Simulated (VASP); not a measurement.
# TaSeF (P4/mmm) in VASP: a series of runs

Runs on TaSeF. Level: PBE. Tasks: single point, relaxation of cell and atoms.

Everything below comes from runs of VASP 6.6.1. Logs are shortened: lines on timing, memory, paths and dates and some standing lists are left out, and cuts for length are marked.

**1. The cell of the first run**

Symmetry: P4/mmm, No. 123, tetragonal system. Conventional cell: a = 3.670 Å, b = 3.670 Å, c = 4.145 Å, α = 90.00°, β = 90.00°, γ = 90.00°. Within 2.7 Å of Ta (site symmetry 4/mmm) lie 2 F at 2.07 Å and 4 Se at 2.59 Å. Se (site symmetry 4/mmm) has 4 Ta at 2.59 Å and 8 F at 3.32 Å within 3.4 Å. Within 2.7 Å of F (site symmetry 4/mmm) lie 2 Ta at 2.07 Å.

**2. Single point, PBE**

INCAR reads:

```
SYSTEM = TaSeF
PREC = Accurate
ENCUT = 520
EDIFF = 1E-6
ISMEAR = 0
SIGMA = 0.1
LREAL = .False.
LASPH = .True.
NELM = 100
ALGO = Normal
ISIF = 2
LWAVE = .False.
LCHARG = .False.
GGA = PE
NBANDS = 19
```

KPOINTS reads:

```
regular mesh
0
Gamma
  12 12 12
  0 0 0
```

POSCAR reads:

```
TaSeF
1.0
    3.6697980753      0.0000000000      0.0000000000
    0.0000000000      3.6697980753      0.0000000000
    0.0000000000      0.0000000000      4.1453086803
Ta Se F
1 1 1
Direct
    0.0000000000      0.0000000000      0.5000000000
    0.5000000000      0.5000000000      0.5000000000
    0.0000000000      0.0000000000      0.0000000000
```

Potentials or basis: VASP PAW PBE potentials, release 64 (Ta_pv, Se, F).

Command:

```
$ cat potpaw_PBE.64/Ta_pv/POTCAR potpaw_PBE.64/Se/POTCAR potpaw_PBE.64/F/POTCAR > POTCAR
$ mpirun -np 1 vasp_std > vasp.out
```

OUTCAR:

```text
SYSTEM = TaSeF
   PREC = Accurate
   ENCUT = 520
   EDIFF = 1E-6
   ISMEAR = 0
   LREAL = .False.
   LASPH = .True.
   NELM = 100
   ISIF = 2
   GGA = PE

 ion  position               nearest neighbor table
   1  0.000  0.000  0.500-   3 2.07   3 2.07   2 2.59   2 2.59   2 2.59   2 2.59
   2  0.500  0.500  0.500-   1 2.59   1 2.59   1 2.59   1 2.59
   3  0.000  0.000  0.000-   1 2.07   1 2.07

  LATTYP: Found a simple tetragonal cell.
 ALAT       =     3.6697980753
 C/A-ratio  =     1.1295740516

  Lattice vectors:

 A1 = (   3.6697980753,   0.0000000000,   0.0000000000)
 A2 = (   0.0000000000,   3.6697980753,   0.0000000000)
 A3 = (   0.0000000000,   0.0000000000,   4.1453086803)

Analysis of symmetry for initial positions (statically):
=====================================================================
 Subroutine PRICEL returns:
 Original cell was already a primitive cell.

 Routine SETGRP: Setting up the symmetry group for a
 simple tetragonal supercell.

 Subroutine GETGRP returns: Found 16 space group operations
 (whereof 16 operations were pure point group operations)
 out of a pool of 16 trial point group operations.

The static configuration has the point symmetry D_4h.

Analysis of symmetry for dynamics (positions and initial velocities):
=====================================================================
 Subroutine PRICEL returns:
 Original cell was already a primitive cell.

 Routine SETGRP: Setting up the symmetry group for a
 simple tetragonal supercell.

 Subroutine GETGRP returns: Found 16 space group operations
 (whereof 16 operations were pure point group operations)
 out of a pool of 16 trial point group operations.

The dynamic configuration has the point symmetry D_4h.

 Subroutine INISYM returns: Found 16 space group operations
 (whereof 16 operations are pure point group operations),
 and found     1 'primitive' translations

----------------------------------------------------------------------------------------

                                     Primitive cell

  volume of cell :      55.8266

  direct lattice vectors                    reciprocal lattice vectors
     3.669798075  0.000000000  0.000000000     0.272494557  0.000000000  0.000000000
     0.000000000  3.669798075  0.000000000     0.000000000  0.272494557  0.000000000
     0.000000000  0.000000000  4.145308680     0.000000000  0.000000000  0.241236559

  length of vectors
     3.669798075  3.669798075  4.145308680     0.272494557  0.272494557  0.241236559

  position of ions in fractional coordinates (direct lattice)
[... 82 lines left out ...]
   LREAL  =      F    real-space projection
   EDIFFG = 0.1E-04   stopping-criterion for IOM
   NSW    =      0    number of steps for IOM
   IBRION =     -1    ionic relax: 0-MD 1-quasi-New 2-CG
   NFREE  =      0    steps in history (QN), initial steepest desc. (CG)
   ISIF   =      2    stress and relaxation
   ISYM   =      2    0-nonsym 1-usesym 2-fastsym
   POTIM  = 0.5000    time-step for ionic-motion
   TEBEG  =    0.0;   TEEND  =   0.0 temperature during run
   PSTRESS=    0.0 pullay stress
   NELECT =      24.0000    total number of electrons
   NUPDOWN=      -1.0000    fix difference up-down
   EMIN   =  10.00;   EMAX   =-10.00  energy-range for DOS
   EFERMI =   0.00;   METHOD = LEGACY
   ISMEAR =     0;   SIGMA  =   0.10  broadening in eV -4-tet -1-fermi 0-gaus
   EFERMI_NEDOS =   21; number of points for ismear=-14 and -15
   IALGO  =     38    algorithm
   IMIX   =      4    mixing-type and parameters
     AMIX     =   0.40;   BMIX     =  1.00
     AMIX_MAG =   1.60;   BMIX_MAG =  1.00
  volume/ion in A,a.u.               =      18.61       125.58
  Fermi-wavevector in a.u.,A,eV,Ry     =   1.235563  2.334875 20.770866  1.526616
  Thomas-Fermi vector in A             =   2.370207
   LORBIT       =      0    0 simple, 1 ext, 2 COOP (PROOUT), +10 PAW based schemes
   GGA     = PE    functional components
   LHFCALC =     F    Hartree Fock is set to
   AEXX    =    0.0000 exact exchange contribution
   IVDW    =     0    specifies the selected vdW correction
   LEPSILON=     F    determine dielectric tensor
   LRPA    =     F    only Hartree local field effects (RPA)
 non-spin polarized calculation
 Gauss-broadening in eV      SIGMA  =   0.10
  energy-cutoff  :      520.00
  volume of cell :       55.83
 maximum number of plane-waves:      1528
 NGX is ok and might be reduce to    28
   NGX = 13   NGY = 13   NGZ = 15

 number of electron      23.9999996 magnetization

 Free energy of the ion-electron system (eV)
  ---------------------------------------------------
  ext. energy  EPLUGINS =         0.00000000
  ---------------------------------------------------
  free energy    TOTEN  =       -20.73301075 eV

  energy without entropy =      -20.71980287  energy(sigma->0) =      -20.72640681

 E-fermi :   4.9131     XC(G=0): -10.1148

 val. band max:        4.9124997602   @ k =   0.3333   0.1667   0.5000
 cond. band min:       4.9225374067   @ k =   0.1667   0.0000   0.0833
 fundamental gap:      0.0100376465
 Fermi energy:         4.9130593633

 k-point     1 :       0.0000    0.0000    0.0000
  band No.  band energies     occupation
      1     -31.4842      2.00000
      2     -31.2152      2.00000
      3     -31.2152      2.00000
      4     -21.4761      2.00000
      5     -10.4405      2.00000
      6      -3.1719      2.00000
[... 505 lines left out ...]
      6      -3.0528      2.00000
[... 11 lines left out ...]
     18      10.9377      0.00000
     19      13.6878      0.00000

 [... further k-points ...]

------------------------ aborting loop because EDIFF is reached ----------------------------------------

  FORCE on cell =-STRESS in cart. coord.  units (eV):
  Direction    XX          YY          ZZ          XY          YZ          ZX
  --------------------------------------------------------------------------------------
  -------------------------------------------------------------------------------------
  Total        0.0462454      0.0462454      0.0880680      0.0000000     -0.0000000      0.0000000
  in kB        1.3272043      1.3272043      2.5274781      0.0000000     -0.0000000      0.0000000
  external PRESSURE =       1.7272955 kB  Pullay stress =       0.0000000 kB

 VOLUME and BASIS-vectors are now :
 -----------------------------------------------------------------------------
  energy-cutoff  :      520.00
  volume of cell :       55.83
      direct lattice vectors                 reciprocal lattice vectors
     3.669798075  0.000000000  0.000000000     0.272494557  0.000000000  0.000000000
     0.000000000  3.669798075  0.000000000     0.000000000  0.272494557  0.000000000
     0.000000000  0.000000000  4.145308680     0.000000000  0.000000000  0.241236559

 POSITION                                       TOTAL-FORCE (eV/Angst)
 -----------------------------------------------------------------------------------
      0.00000      0.00000      2.07265         0.000000      0.000000      0.000000
      1.83490      1.83490      2.07265         0.000000      0.000000      0.000000
      0.00000      0.00000      0.00000         0.000000      0.000000      0.000000
 -----------------------------------------------------------------------------------
    total drift:                               -0.000000      0.000000      0.000000

  FREE ENERGIE OF THE ION-ELECTRON SYSTEM (eV)
  ---------------------------------------------------
  free  energy   TOTEN  =       -20.7330107538 eV

  energy  without entropy=      -20.7198028673  energy(sigma->0) =      -20.72640681
```

OSZICAR:

```text
N       E                     dE             d eps       ncg     rms          rms(c)
DAV:   1     0.157216336877E+03    0.15722E+03   -0.12506E+04  7456   0.118E+03
DAV:   2    -0.156674832989E+02   -0.17288E+03   -0.16916E+03  9312   0.302E+02
DAV:   3    -0.223063060768E+02   -0.66388E+01   -0.65651E+01  9040   0.563E+01
DAV:   4    -0.223602667709E+02   -0.53961E-01   -0.53899E-01  8855   0.533E+00
DAV:   5    -0.223607888747E+02   -0.52210E-03   -0.52205E-03  8721   0.509E-01    0.158E+01
DAV:   6    -0.207745091887E+02    0.15863E+01   -0.53831E+00  8259   0.184E+01    0.692E+00
DAV:   7    -0.207392159713E+02    0.35293E-01   -0.25933E-01  8184   0.411E+00    0.407E+00
DAV:   8    -0.207325215715E+02    0.66944E-02   -0.33170E-02  9173   0.138E+00    0.477E-01
DAV:   9    -0.207327349197E+02   -0.21335E-03   -0.46040E-03  8352   0.454E-01    0.208E-01
DAV:  10    -0.207330292438E+02   -0.29432E-03   -0.59625E-04  8033   0.201E-01    0.121E-01
DAV:  11    -0.207330059721E+02    0.23272E-04   -0.12786E-04  8670   0.806E-02    0.156E-02
DAV:  12    -0.207330098050E+02   -0.38329E-05   -0.21804E-05  8170   0.261E-02    0.665E-03
DAV:  13    -0.207330107538E+02   -0.94880E-06   -0.31005E-06  8123   0.139E-02
   1 F= -.20733011E+02 E0= -.20726407E+02  d E =-.132079E-01
```

Run time: 58 s. Hardware: 1 thread of Intel Xeon 6975P-C (Granite Rapids), shared host; peak memory 0.34 GiB.

What came out:

* Free energy: -20.7330 eV
* Pressure: 0.2 GPa
* Band gap on the k mesh: zero (band 12 reaches 5.61 eV, above the bottom of band 13 at 3.60 eV)

Stress tensor (GPa, compression positive):
```
0.13 0.00 0.00
0.00 0.13 0.00
0.00 0.00 0.25
```

Levels at points of the mesh, in eV from the Fermi level:
```tsv
k point	band 9	band 10	band 11	band 12	band 13	band 14	band 15	band 16
(0.00, 0.00, 0.00)	-3.18	-3.07	-2.97	-2.97	-0.87	-0.12	-0.12	1.17
(0.50, 0.00, 0.00)	-7.04	-5.65	-4.08	0.13	0.61	1.77	2.47	4.11
(0.50, 0.50, 0.00)	-4.85	-4.85	-2.32	-1.31	-1.31	0.25	1.33	1.97
(0.00, 0.00, 0.50)	-4.65	-3.05	-3.01	-3.01	-0.83	1.01	1.01	1.53
(0.50, 0.00, 0.50)	-7.43	-5.58	-3.66	0.67	1.26	2.03	2.86	4.33
(0.50, 0.50, 0.50)	-5.20	-5.20	-3.47	-0.08	-0.08	0.39	1.35	2.08
```

Caveat: spin-orbit coupling is left out, which moves the levels of the heavy elements.

**3. Relaxation of cell and atoms, PBE**

INCAR reads:

```
SYSTEM = TaSeF
ALGO     = Normal         ! electronic algorithm
EDIFF    = 1E-6           ! SCF threshold, eV
EDIFFG   = -0.01          ! ionic threshold
ENCUT    = 600            ! plane-wave cutoff, eV
GGA      = PE             ! functional
IBRION   = 2              ! ionic algorithm
ISIF     = 3              ! what is computed and relaxed
ISMEAR   = 0              ! smearing method
LASPH    = .True.         ! aspherical terms in the spheres
LCHARG   = .False.        ! write CHGCAR
LREAL    = .False.        ! projectors in reciprocal space
LWAVE    = .False.        ! write WAVECAR
NELM     = 100            ! most SCF steps
NSW      = 100            ! ionic steps
PREC     = Accurate       ! precision mode
SIGMA    = 0.1            ! smearing width, eV
```

KPOINTS reads:

```
k-points
0
Gamma
  12 12 12
  0 0 0
```

POSCAR reads:

```
TaSeF
1.0
    3.6758328131      0.0000000000      0.0000000000
    0.0000000000      3.6758328131      0.0000000000
    0.0000000000      0.0000000000      4.1376995554
Ta Se F
1 1 1
Direct
    0.0000000000      0.0000000000      0.5000000000
    0.5000000000      0.5000000000      0.5000000000
    0.0000000000      0.0000000000      0.0000000000
```

Potentials or basis: VASP PAW PBE potentials, release 64 (Ta_pv, Se, F).

Command:

```
$ cat potpaw_PBE.64/Ta_pv/POTCAR potpaw_PBE.64/Se/POTCAR potpaw_PBE.64/F/POTCAR > POTCAR
$ mpirun -np 1 vasp_std > vasp.out
```

OUTCAR:

```text
SYSTEM = TaSeF
   EDIFF = 1E-6
   EDIFFG = -0.01
   ENCUT = 600
   GGA = PE
   IBRION = 2
   ISIF = 3
   ISMEAR = 0
   LASPH = .True.
   LREAL = .False.
   NELM = 100
   NSW = 100
   PREC = Accurate

 ion  position               nearest neighbor table
   1  0.000  0.000  0.500-   3 2.07   3 2.07   2 2.60   2 2.60   2 2.60   2 2.60
   2  0.500  0.500  0.500-   1 2.60   1 2.60   1 2.60   1 2.60
   3  0.000  0.000  0.000-   1 2.07   1 2.07

  LATTYP: Found a simple tetragonal cell.
 ALAT       =     3.6758328131
 C/A-ratio  =     1.1256495509

  Lattice vectors:

 A1 = (   3.6758328131,   0.0000000000,   0.0000000000)
 A2 = (   0.0000000000,   3.6758328131,   0.0000000000)
 A3 = (   0.0000000000,   0.0000000000,   4.1376995554)

Analysis of symmetry for initial positions (statically):
=====================================================================
 Subroutine PRICEL returns:
 Original cell was already a primitive cell.

 Routine SETGRP: Setting up the symmetry group for a
 simple tetragonal supercell.

 Subroutine GETGRP returns: Found 16 space group operations
 (whereof 16 operations were pure point group operations)
 out of a pool of 16 trial point group operations.

The static configuration has the point symmetry D_4h.

Analysis of symmetry for dynamics (positions and initial velocities):
=====================================================================
 Subroutine PRICEL returns:
 Original cell was already a primitive cell.

 Routine SETGRP: Setting up the symmetry group for a
 simple tetragonal supercell.

 Subroutine GETGRP returns: Found 16 space group operations
 (whereof 16 operations were pure point group operations)
 out of a pool of 16 trial point group operations.

The dynamic configuration has the point symmetry D_4h.

 Subroutine INISYM returns: Found 16 space group operations
[... 127 lines left out ...]
   IVDW    =     0    specifies the selected vdW correction
   LEPSILON=     F    determine dielectric tensor
   LRPA    =     F    only Hartree local field effects (RPA)
 conjugate gradient relaxation of ions
 non-spin polarized calculation
 Gauss-broadening in eV      SIGMA  =   0.10
  energy-cutoff  :      600.00
  volume of cell :       55.91
 maximum number of plane-waves:      1905
 NGX is ok and might be reduce to    30
   NGX = 15   NGY = 15   NGZ = 17

--------------------------------------- Ionic step        1  -------------------------------------------

 number of electron      23.9999996 magnetization

 Free energy of the ion-electron system (eV)
  ---------------------------------------------------
  ext. energy  EPLUGINS =         0.00000000
  ---------------------------------------------------
  free energy    TOTEN  =       -20.73494795 eV

  energy without entropy =      -20.72194020  energy(sigma->0) =      -20.72844407

------------------------ aborting loop because EDIFF is reached ----------------------------------------

  FORCE on cell =-STRESS in cart. coord.  units (eV):
  Direction    XX          YY          ZZ          XY          YZ          ZX
  --------------------------------------------------------------------------------------
  -------------------------------------------------------------------------------------
  Total       -0.1204952     -0.1204952      0.2351614      0.0000000      0.0000000      0.0000000
  in kB       -3.4531054     -3.4531054      6.7391652      0.0000000      0.0000000      0.0000000
  external PRESSURE =      -0.0556819 kB  Pullay stress =       0.0000000 kB
[... 61 lines left out ...]
--------------------------------------- Ionic step        3  -------------------------------------------

 number of electron      23.9999997 magnetization

 Free energy of the ion-electron system (eV)
  ---------------------------------------------------
  ext. energy  EPLUGINS =         0.00000000
  ---------------------------------------------------
  free energy    TOTEN  =       -20.73539019 eV

  energy without entropy =      -20.72215748  energy(sigma->0) =      -20.72877384

 E-fermi :   4.8985     XC(G=0): -10.1075

 val. band max:        4.8976606108   @ k =   0.3333   0.1667   0.5000
 cond. band min:       4.9085579831   @ k =   0.1667   0.0000   0.0833
 fundamental gap:      0.0108973723
 Fermi energy:         4.8984722303

 k-point     1 :       0.0000    0.0000    0.0000
  band No.  band energies     occupation
      1     -31.4986      2.00000
      2     -31.2308      2.00000
      3     -31.2308      2.00000
      4     -21.4783      2.00000
      5     -10.4478      2.00000
      6      -3.1798      2.00000
[... 433 lines left out ...]
      3     -31.2767      2.00000
      4     -21.4448      2.00000
      5      -9.5884      2.00000
      6      -3.0608      2.00000
[... 8 lines left out ...]
     15       6.3844      0.00000
     16       7.5016      0.00000

 [... further k-points ...]

------------------------ aborting loop because EDIFF is reached ----------------------------------------

  FORCE on cell =-STRESS in cart. coord.  units (eV):
  Direction    XX          YY          ZZ          XY          YZ          ZX
  --------------------------------------------------------------------------------------
  -------------------------------------------------------------------------------------
  Total       -0.0131918     -0.0131918     -0.0130798      0.0000000      0.0000000      0.0000000
  in kB       -0.3780693     -0.3780693     -0.3748616      0.0000000      0.0000000      0.0000000
  external PRESSURE =      -0.3770000 kB  Pullay stress =       0.0000000 kB
[... 18 lines left out ...]
  FREE ENERGIE OF THE ION-ELECTRON SYSTEM (eV)
  ---------------------------------------------------
  free  energy   TOTEN  =       -20.7353901943 eV

  energy  without entropy=      -20.7221574821  energy(sigma->0) =      -20.72877384

 reached required accuracy - stopping structural energy minimisation
```

Wall time 2.4 min (1 thread of Intel Xeon 6975P-C (Granite Rapids), shared host); peak memory 0.38 GiB.

What came out:

| Property | Result |
| --- | --- |
| Free energy | -20.7354 eV |
| Energy gained by relaxing | 0.1 meV/atom |
| Ionic steps | 3 |
| Pressure after relaxing | 0.0 GPa |
| Band gap on the k mesh | zero (band 12 reaches 5.60 eV, above the bottom of band 13 at 3.59 eV) |

Step by step:
```csv
step,energy change (eV),largest force (eV/Å),pressure (GPa),volume (Å³)
1,0.0000,0.0000,-0.01,55.91
2,-0.0003,0.0000,-0.05,55.90
3,-0.0004,0.0000,-0.04,55.90
```

Final structure:
```
Ta Se F
1.0
     3.67116    0.00000    0.00000
     0.00000    3.67116    0.00000
     0.00000    0.00000    4.14797
Ta Se F
1 1 1
Direct
  0.00000 0.00000 0.50000
  0.50000 0.50000 0.50000
  0.00000 0.00000 0.00000
```

Caveat: spin-orbit coupling is left out, which moves the levels of the heavy elements.

(Part 1 of 2 ends here.)
